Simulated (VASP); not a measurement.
# AlCr2C (mix): relaxation of cell and atoms with PBE

Crystal: AlCr2C (mix).

```
Al Cr C
1.0
     2.82510    0.00000    0.00000
    -1.41255    2.44661    0.00000
     0.00000    0.00000   12.60137
Al Cr C
2 4 2
Cartesian
  1.4126 0.8155 3.1503
  0.0000 1.6311 9.4510
  0.0000 1.6311 5.2288
  1.4126 0.8155 11.5295
  1.4126 0.8155 7.3725
  0.0000 1.6311 1.0719
  0.0000 0.0000 6.3007
  0.0000 0.0000 0.0000
```

```
Program                : VASP 6.6.1
Task                   : relaxation of cell and atoms
Functional             : PBE
Potentials or basis    : VASP PAW PBE potentials, release 64 (Al, Cr_pv, C)
Cutoff                 : 600 eV
k mesh                 : 15 × 15 × 4
Occupations            : gaussian, width 0.1 eV
Spin                   : no spin polarisation
Dipole correction      : no
Further INCAR settings : ALGO = Normal; EDIFF = 1e-06; IBRION = 2; EDIFFG = -0.002; NSW = 100; ISIF = 3
```

```json
{"Relaxed volume": "11.09 Å³/atom", "Relaxed cell": "a = 2.841 Å, b = 2.841 Å, c = 12.690 Å, α = 90.00°, β = 90.00°, γ = 120.00°", "Space group after relaxing (to 0.05 Å)": "P6_3/mmc (No. 194)", "Energy gained by relaxing": "2.3 meV/atom", "Ionic steps": "20", "Pressure after relaxing": "0.0 GPa", "Band gap on the k mesh": "zero (band 31 reaches 10.33 eV, above the bottom of band 32 at 9.51 eV)"}
```

The path:
```
step  energy change (eV)  largest force (eV/Å)  pressure (GPa)  volume (Å³)
   1              0.0000                0.0002            3.66        87.10
   2              0.0094                0.3768           -4.35        90.27
   3             -0.0154                0.1707           -0.02        88.48
   4             -0.0183                0.0246            0.00        88.70
   5             -0.0184                0.0018           -0.06        88.73
   6             -0.0184                0.0049           -0.01        88.73
   7             -0.0184                0.0037            0.03        88.72
   8             -0.0184                0.0039            0.02        88.72
   9             -0.0184                0.0015            0.03        88.73
  10             -0.0184                0.0052           -0.11        88.77
  11             -0.0184                0.0006            0.03        88.74
  12             -0.0184                0.0020            0.00        88.75
  13             -0.0184                0.0010           -0.02        88.75
  14             -0.0184                0.0002           -0.04        88.74
  15             -0.0184                0.0010            0.05        88.74
  16             -0.0184                0.0014           -0.05        88.74
  17             -0.0184                0.0022            0.01        88.73
  18             -0.0184                0.0023           -0.03        88.73
  19             -0.0184                0.0014            0.07        88.73
  20             -0.0184                0.0020            0.01        88.73
```

Final structure:
```
Al Cr C
1.0
     2.84140    0.00000    0.00000
    -1.42070    2.46072    0.00000
     0.00000    0.00000   12.68990
Al Cr C
2 4 2
Cartesian
  1.4207 0.8202 3.1725
  0.0000 1.6405 9.5174
  0.0000 1.6405 5.2742
  1.4207 0.8202 11.6191
  1.4207 0.8202 7.4157
  0.0000 1.6405 1.0708
  0.0000 0.0000 6.3449
  0.0000 0.0000 0.0000
```

Levels at points of the mesh, in eV from the Fermi level:
```csv
k point,band 29,band 30,band 31,band 32,band 33,band 34
"(0.00, 0.00, 0.00)",-1.04,-1.04,-0.23,-0.23,-0.20,-0.20
"(0.00, 0.00, 0.50)",-1.05,-1.05,-0.21,-0.21,-0.21,-0.21
```

Run time: 31 min on 1 thread of Intel(R) Xeon(R) Platinum 8488C (Sapphire Rapids), with other jobs on the host, peak memory 0.44 GiB.

Spin polarisation is off, so any magnetic state and its effect on volume and gap are missing.
